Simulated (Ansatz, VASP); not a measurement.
One calculation of Si, two programs

INCAR

```
SYSTEM = Si
ALGO = Normal
EDIFF = 1E-6
ENCUT = 520
GGA = PE
ISIF = 2
ISMEAR = -1
LASPH = .True.
LCHARG = .False.
LREAL = .False.
LWAVE = .False.
NBANDS = 8
NELM = 80
PREC = Accurate
SIGMA = 0.1
```

File KPOINTS:

```
k-points
0
Gamma
  16 16 16
  0 0 0
```

POSCAR

```
Si
1.0
   -1.4758623252      1.4758623252      1.4758623252
    1.4758623252     -1.4758623252      1.4758623252
    1.4758623252      1.4758623252     -1.4758623252
Si
1
Direct
    0.0000000000      0.0000000000      0.0000000000
```

Input for Ansatz:

```yaml
crystal:
  lattice:
    - [-1.4758623252, 1.4758623252, 1.4758623252]
    - [1.4758623252, -1.4758623252, 1.4758623252]
    - [1.4758623252, 1.4758623252, -1.4758623252]
  atoms:
    - { symbol: Si, position: [0.0, 0.0, 0.0] }
hamiltonian:
  xc: pbe
  pseudopotentials:
    kind: paw
    azcp:
      Si: "pseudopotentials/Si.paw.azcp"
basis:
  ecutwfc: 420
  fft_grid_basis: typed
kpoints:
  mp_grid: { grid: [16, 16, 16], shift: [0, 0, 0] }
magnetization:
  spin_polarized: false
scf:
  occupations: { method: fermi_dirac, width: 0.1 }
  lower_state_search: "off"
output:
  stress: true
  write_density: true
  write_potential: true
  elf: true
  volumetric_format: npy
```

Alike in both runs: task single point; functional PBE; k mesh 16 × 16 × 16; occupations fermi-dirac, width 0.1 eV; no spin polarisation.

```csv
,VASP,Ansatz
version,VASP 6.6.1,Ansatz 0.2.0
potentials or method,"VASP PAW PBE potentials, release 64 (Si), cutoff 520 eV","plane waves (420 eV) with PAW, scalar-relativistic"
valence electrons in the cell,4,4
```

VASP gave:

* pressure (GPa): 16.0

Question: Estimate Ansatz's values.

Answer: Pressure (GPa): 16.1.
